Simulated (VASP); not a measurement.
# NbAs (I4_1md) in VASP: core levels with PBE

Aim: the core levels of NbAs with PBE.

All numbers are computed with VASP 6.6.1; they aren't measurements. Logs are shortened: lines on timing, memory, paths and dates and some standing lists are left out, and cuts for length are marked.

## (1) The cell of the first run

It takes space group I4_1md (No. 109, tetragonal). Conventional cell: a = 3.452 Å, b = 3.452 Å, c = 11.680 Å, α = 90.00°, β = 90.00°, γ = 90.00°. Nb (site symmetry 2mm) has 6 As at 2.60 to 2.63 Å and 8 Nb at 3.39 to 3.45 Å within 3.5 Å. As (site symmetry 2mm) has 6 Nb at 2.60 to 2.63 Å and 8 As at 3.39 to 3.45 Å within 3.5 Å.

## (2) Core levels, PBE

The input, INCAR:

```
  PREC = Accurate
  ENCUT = 520
  EDIFF = 1E-6
  ISMEAR = 1
  SIGMA = 0.1
  LREAL = F
  LASPH = T
  NELM = 60
  ALGO = Fast
  ISIF = 2
  LWAVE = F
  LCHARG = F
  GGA = PE
  ICORELEVEL = 1
  KPAR = 4
```

The input, KPOINTS:

```
regular mesh
0
Gamma
  5 5 12
```

The input, POSCAR:

```
NbAs
1.0
   -3.4517000000      3.4517000000     11.6800000000
    3.4517000000     -3.4517000000     11.6800000000
    1.7258500000      1.7258500000     -5.8400000000
Nb As
8 8
Direct
    0.0000000000      0.0000000000      0.0000000000
    1.0000000000      0.5000000000      1.0000000000
    0.5000000000      0.0000000000      0.0000000000
    0.5000000000      0.5000000000      0.0000000000
    0.3750000000      0.1250000000      0.5000000000
    0.3750000000      0.6250000000      0.5000000000
    0.8750000000      0.1250000000      0.5000000000
    0.8750000000      0.6250000000      0.5000000000
    0.2080000000      0.2080000000      0.0000000000
    0.2080000000      0.7080000000      0.0000000000
    0.7080000000      0.2080000000      0.0000000000
    0.7080000000      0.7080000000      0.0000000000
    0.0830000000      0.3330000000      0.5000000000
    0.0830000000      0.8330000000      0.5000000000
    0.5830000000      0.3330000000      0.5000000000
    0.5830000000      0.8330000000      0.5000000000
```

Potentials or basis: VASP PAW PBE potentials, release 64 (Nb_sv, As).

Run with:

```console
$ cat potpaw_PBE.64/Nb_sv/POTCAR potpaw_PBE.64/As/POTCAR > POTCAR
$ mpirun -np 4 vasp_std > vasp.out
```

OUTCAR:

```text
PREC = Accurate
   ENCUT = 520
   EDIFF = 1E-6
   ISMEAR = 1
   LREAL = F
   LASPH = T
   NELM = 60
   ISIF = 2
   GGA = PE

 ion  position               nearest neighbor table
   1  0.000  0.000  0.000-  13 2.60  14 2.60  10 2.63  11 2.63  12 2.63   9 2.63
   2  0.000  0.500  0.000-  14 2.60  13 2.60   9 2.63  12 2.63  11 2.63  10 2.63
   3  0.500  0.000  0.000-  15 2.60  16 2.60   9 2.63  12 2.63  10 2.63  11 2.63
   4  0.500  0.500  0.000-  16 2.60  15 2.60  10 2.63  11 2.63   9 2.63  12 2.63
   5  0.375  0.125  0.500-  11 2.60   9 2.60  16 2.63  13 2.63  15 2.63  14 2.63
   6  0.375  0.625  0.500-  12 2.60  10 2.60  15 2.63  14 2.63  16 2.63  13 2.63
[... 8 lines left out ...]
  15  0.583  0.333  0.500-   4 2.60   3 2.60   7 2.63   6 2.63   8 2.63   5 2.63
  16  0.583  0.833  0.500-   3 2.60   4 2.60   8 2.63   5 2.63   7 2.63   6 2.63

  Warning from LATTYP: Got some problem with cell dimensions!
  Tried to take original basis but could not verify dimensions!
  LATTYP: Found a base centered monoclinic cell.
 ALAT       =     9.7628819065
 B/A-ratio  =     1.0000000000
 C/A-ratio  =     0.6483240921
 COS(beta)  =    -0.3856096095

  Lattice vectors:

 A1 = (  -0.0000000000,  -6.9034000000,   0.0000000000)
 A2 = (  -6.9034000000,   0.0000000000,   0.0000000000)
 A3 = (   1.7258500000,   1.7258500000,  -5.8400000000)

Analysis of symmetry for initial positions (statically):
=====================================================================
 Subroutine PRICEL returns following result:

  LATTYP: Found a body centered tetragonal cell.
 ALAT       =     3.4517000000
 C/A-ratio  =     3.3838398470

  Lattice vectors:

 A1 = (  -1.7258500000,   1.7258500000,   5.8400000000)
 A2 = (   1.7258500000,  -1.7258500000,   5.8400000000)
 A3 = (   1.7258500000,   1.7258500000,  -5.8400000000)

   4 primitive cells build up your supercell.

 Routine SETGRP: Setting up the symmetry group for a
 base centered monoclinic supercell.

 Subroutine GETGRP returns: Found  2 space group operations
 (whereof  1 operations were pure point group operations)
 out of a pool of  4 trial point group operations.

The static configuration has the point symmetry C_1 .
 The point group associated with its full space group is C_1h.

Analysis of symmetry for dynamics (positions and initial velocities):
=====================================================================
 Subroutine PRICEL returns following result:

  LATTYP: Found a body centered tetragonal cell.
 ALAT       =     3.4517000000
 C/A-ratio  =     3.3838398470

  Lattice vectors:

 A1 = (  -1.7258500000,   1.7258500000,   5.8400000000)
 A2 = (   1.7258500000,  -1.7258500000,   5.8400000000)
 A3 = (   1.7258500000,   1.7258500000,  -5.8400000000)

   4 primitive cells build up your supercell.

 Routine SETGRP: Setting up the symmetry group for a
 base centered monoclinic supercell.

 Subroutine GETGRP returns: Found  2 space group operations
 (whereof  1 operations were pure point group operations)
 out of a pool of  4 trial point group operations.

The dynamic configuration has the point symmetry C_1 .
 The point group associated with its full space group is C_1h.

 Subroutine INISYM returns: Found  2 space group operations
 (whereof  1 operations are pure point group operations),
 and found     4 'primitive' translations

----------------------------------------------------------------------------------------

                                     Primitive cell

  volume of cell :      69.5791

  direct lattice vectors                    reciprocal lattice vectors
    -1.725850000  1.725850000  5.840000000     0.000000000  0.289712316  0.085616438
     1.725850000 -1.725850000  5.840000000     0.289712316  0.000000000  0.085616438
     1.725850000  1.725850000 -5.840000000     0.289712316  0.289712316  0.000000000

  length of vectors
     6.329511549  6.329511549  6.329511549     0.302098329  0.302098329  0.409715086

  position of ions in fractional coordinates (direct lattice)
     0.000000000  0.000000000  0.000000000
[... 66 lines left out ...]
   total plane-waves  NPLWV = 442368
   dimension x,y,z NGX =    96 NGY =   96 NGZ =   48
   dimension x,y,z NGXF=   192 NGYF=  192 NGZF=   96
   ions per type =               8   8
   NGX,Y,Z   is equivalent  to a cutoff of  12.61, 12.61, 12.61 a.u.
   NGXF,Y,Z  is equivalent  to a cutoff of  25.21, 25.21, 25.21 a.u.
 SYSTEM =  unknown system
   PREC   = accura    normal or accurate (medium, high low for compatibility)
   ISTART =      0    job   : 0-new  1-cont  2-samecut
   ICHARG =      2    charge: 1-file 2-atom 10-const
   ISPIN  =      1    spin polarized calculation?
   LNONCOLLINEAR =      F non collinear calculations
   LSORBIT =      F    spin-orbit coupling
   LASPH  =      T    aspherical Exc in radial PAW
   ENCUT  =  520.0 eV  38.22 Ry    6.18 a.u.  23.54 23.54 11.77*2*pi/ulx,y,z
   NELM   =     60;   NELMIN=  2; NELMDL= -5     # of ELM steps
   EDIFF  = 0.1E-05   stopping-criterion for ELM
   LREAL  =      F    real-space projection
   EDIFFG = 0.1E-04   stopping-criterion for IOM
   NSW    =      0    number of steps for IOM
   IBRION =     -1    ionic relax: 0-MD 1-quasi-New 2-CG
   NFREE  =      0    steps in history (QN), initial steepest desc. (CG)
   ISIF   =      2    stress and relaxation
   ISYM   =      2    0-nonsym 1-usesym 2-fastsym
   POTIM  = 0.5000    time-step for ionic-motion
   TEBEG  =    0.0;   TEEND  =   0.0 temperature during run
   PSTRESS=    0.0 pullay stress
   NELECT =     144.0000    total number of electrons
   NUPDOWN=      -1.0000    fix difference up-down
   EMIN   =  10.00;   EMAX   =-10.00  energy-range for DOS
   EFERMI =   0.00;   METHOD = LEGACY
   ISMEAR =     1;   SIGMA  =   0.10  broadening in eV -4-tet -1-fermi 0-gaus
   EFERMI_NEDOS =   21; number of points for ismear=-14 and -15
   IALGO  =     68    algorithm
   IMIX   =      4    mixing-type and parameters
     AMIX     =   0.40;   BMIX     =  1.00
     AMIX_MAG =   1.60;   BMIX_MAG =  1.00
  volume/ion in A,a.u.               =      17.39       117.39
  Fermi-wavevector in a.u.,A,eV,Ry     =   1.314264  2.483599 23.501213  1.727290
  Thomas-Fermi vector in A             =   2.444529
   LORBIT       =      0    0 simple, 1 ext, 2 COOP (PROOUT), +10 PAW based schemes
   GGA     = PE    functional components
   LHFCALC =     F    Hartree Fock is set to
   AEXX    =    0.0000 exact exchange contribution
   IVDW    =     0    specifies the selected vdW correction
   LEPSILON=     F    determine dielectric tensor
   LRPA    =     F    only Hartree local field effects (RPA)
 non-spin polarized calculation
 RMM-DIIS sequential band-by-band and
 Methfessel and Paxton  Order N= 1 SIGMA  =   0.10
  energy-cutoff  :      520.00
  volume of cell :      278.32
 maximum number of plane-waves:      7528
 NGX is ok and might be reduce to    96
   NGX = 47   NGY = 47   NGZ = 23

 number of electron     143.9999998 magnetization

 Free energy of the ion-electron system (eV)
  ---------------------------------------------------
  ext. energy  EPLUGINS =         0.00000000
  ---------------------------------------------------
  free energy    TOTEN  =      -130.05010469 eV

  energy without entropy =     -130.05326304  energy(sigma->0) =     -130.05115748

 the core state eigenenergies are
   1-  1s -18792.4502  2s  -2617.6492  2p  -2335.7533  3s   -426.0977  3p   -333.9829
       3d   -183.5056
   2-  1s -18792.4502  2s  -2617.6492  2p  -2335.7533  3s   -426.0977  3p   -333.9829
       3d   -183.5056
   3-  1s -18792.4502  2s  -2617.6492  2p  -2335.7533  3s   -426.0977  3p   -333.9829
       3d   -183.5056
   4-  1s -18792.4502  2s  -2617.6492  2p  -2335.7533  3s   -426.0977  3p   -333.9829
       3d   -183.5056
   5-  1s -18792.4502  2s  -2617.6492  2p  -2335.7533  3s   -426.0977  3p   -333.9829
       3d   -183.5056
   6-  1s -18792.4502  2s  -2617.6492  2p  -2335.7533  3s   -426.0977  3p   -333.9829
       3d   -183.5056
   7-  1s -18792.4502  2s  -2617.6492  2p  -2335.7533  3s   -426.0977  3p   -333.9829
       3d   -183.5056
   8-  1s -18792.4502  2s  -2617.6492  2p  -2335.7533  3s   -426.0977  3p   -333.9829
       3d   -183.5056
   9-  1s -11702.3617  2s  -1470.9789  2p  -1287.7970  3s   -175.1173  3p   -118.5021
       3d    -25.5431
  10-  1s -11702.3617  2s  -1470.9789  2p  -1287.7970  3s   -175.1173  3p   -118.5021
       3d    -25.5431
  11-  1s -11702.3617  2s  -1470.9789  2p  -1287.7970  3s   -175.1173  3p   -118.5021
       3d    -25.5431
  12-  1s -11702.3617  2s  -1470.9789  2p  -1287.7970  3s   -175.1173  3p   -118.5021
       3d    -25.5431
  13-  1s -11702.3617  2s  -1470.9789  2p  -1287.7970  3s   -175.1173  3p   -118.5021
       3d    -25.5431
  14-  1s -11702.3617  2s  -1470.9789  2p  -1287.7970  3s   -175.1173  3p   -118.5021
       3d    -25.5431
  15-  1s -11702.3617  2s  -1470.9789  2p  -1287.7970  3s   -175.1173  3p   -118.5021
       3d    -25.5431
  16-  1s -11702.3617  2s  -1470.9789  2p  -1287.7970  3s   -175.1173  3p   -118.5021
       3d    -25.5431

 E-fermi :   9.6465     XC(G=0): -11.8493

 val. band max:        9.5863908465   @ k =   0.2000  -0.0000   0.5000
 cond. band min:       9.6933794876   @ k =   0.0000   0.0000   0.0000
 fundamental gap:      0.1069886411
 Fermi energy:         9.6465228207

 k-point     1 :       0.0000    0.0000    0.0000
  band No.  band energies     occupation
      1     -45.4852      2.00000
      2     -45.4662      2.00000
      3     -45.4662      2.00000
      4     -45.4568      2.00000
      5     -45.4522      2.00000
      6     -45.4522      2.00000
[... 2077 lines left out ...]
     83      12.1271      0.00000
     84      12.2738      0.00000

 [... further k-points ...]

 [bands above 84 left out]

------------------------ aborting loop because EDIFF is reached ----------------------------------------

  FORCE on cell =-STRESS in cart. coord.  units (eV):
  Direction    XX          YY          ZZ          XY          YZ          ZX
  --------------------------------------------------------------------------------------
  -------------------------------------------------------------------------------------
  Total        5.3479628      5.3479628      6.3900661     -0.0003432      0.0035333      0.0035332
  in kB       30.7864800     30.7864800     36.7855294     -0.0019758      0.0203400      0.0203397
  external PRESSURE =      32.7861631 kB  Pullay stress =       0.0000000 kB

 VOLUME and BASIS-vectors are now :
 -----------------------------------------------------------------------------
  energy-cutoff  :      520.00
  volume of cell :      278.32
      direct lattice vectors                 reciprocal lattice vectors
    -3.451700000  3.451700000 11.680000000     0.000000000  0.144856158  0.042808219
     3.451700000 -3.451700000 11.680000000     0.144856158  0.000000000  0.042808219
     1.725850000  1.725850000 -5.840000000     0.289712316  0.289712316  0.000000000

 POSITION                                       TOTAL-FORCE (eV/Angst)
 -----------------------------------------------------------------------------------
      0.00000      0.00000      0.00000         0.000131      0.000957     -0.297104
      1.72585     -1.72585      5.84000         0.000131      0.000957     -0.297104
     -1.72585      1.72585      5.84000         0.000131      0.000957     -0.297104
      0.00000      0.00000     11.68000         0.000131      0.000957     -0.297104
      0.00000      1.72585      2.92000         0.000957      0.000131     -0.297104
      1.72585     -0.00000      8.76000         0.000957      0.000131     -0.297104
[... 8 lines left out ...]
     -0.00000      1.72585      7.77888        -0.001114      0.000026      0.297104
      1.72585     -0.00000     13.61888        -0.001114      0.000026      0.297104
 -----------------------------------------------------------------------------------
    total drift:                                0.000015      0.000015      0.001198

  FREE ENERGIE OF THE ION-ELECTRON SYSTEM (eV)
  ---------------------------------------------------
  free  energy   TOTEN  =      -130.0501046942 eV

  energy  without entropy=     -130.0532630387  energy(sigma->0) =     -130.05115748
```

Wall time 51 min (4 MPI ranks of Intel Xeon 6975P-C (Granite Rapids), shared host); peak memory 1.9 GiB.

Results:

```yaml
Free_energy: -130.0501 eV
Pressure: 3.3 GPa
Largest_force: 0.297 eV/Å
Band_gap_on_the_k_mesh: 0.11 eV
```

Forces in eV/Å, atoms in the order of the input:
```
Nb   0.000  0.001 -0.297
Nb   0.000  0.001 -0.297
Nb   0.000  0.001 -0.297
Nb   0.000  0.001 -0.297
Nb   0.001  0.000 -0.297
Nb   0.001  0.000 -0.297
Nb   0.001  0.000 -0.297
Nb   0.001  0.000 -0.297
As   0.000 -0.001  0.297
As   0.000 -0.001  0.297
As   0.000 -0.001  0.297
As   0.000 -0.001  0.297
As  -0.001  0.000  0.297
As  -0.001  0.000  0.297
As  -0.001  0.000  0.297
As  -0.001  0.000  0.297
```

Core levels (eV, on the scale of the bands):
```tsv
atom	levels
1 Nb	1s -18792.5, 2s -2617.6, 2p -2335.8, 3s -426.1, 3p -334.0, 3d -183.5
2 Nb	1s -18792.5, 2s -2617.6, 2p -2335.8, 3s -426.1, 3p -334.0, 3d -183.5
3 Nb	1s -18792.5, 2s -2617.6, 2p -2335.8, 3s -426.1, 3p -334.0, 3d -183.5
4 Nb	1s -18792.5, 2s -2617.6, 2p -2335.8, 3s -426.1, 3p -334.0, 3d -183.5
5 Nb	1s -18792.5, 2s -2617.6, 2p -2335.8, 3s -426.1, 3p -334.0, 3d -183.5
6 Nb	1s -18792.5, 2s -2617.6, 2p -2335.8, 3s -426.1, 3p -334.0, 3d -183.5
```

Caveat: the cell stands under pressure; an odd mesh through Γ misses points on the zone boundary, where band edges can lie.
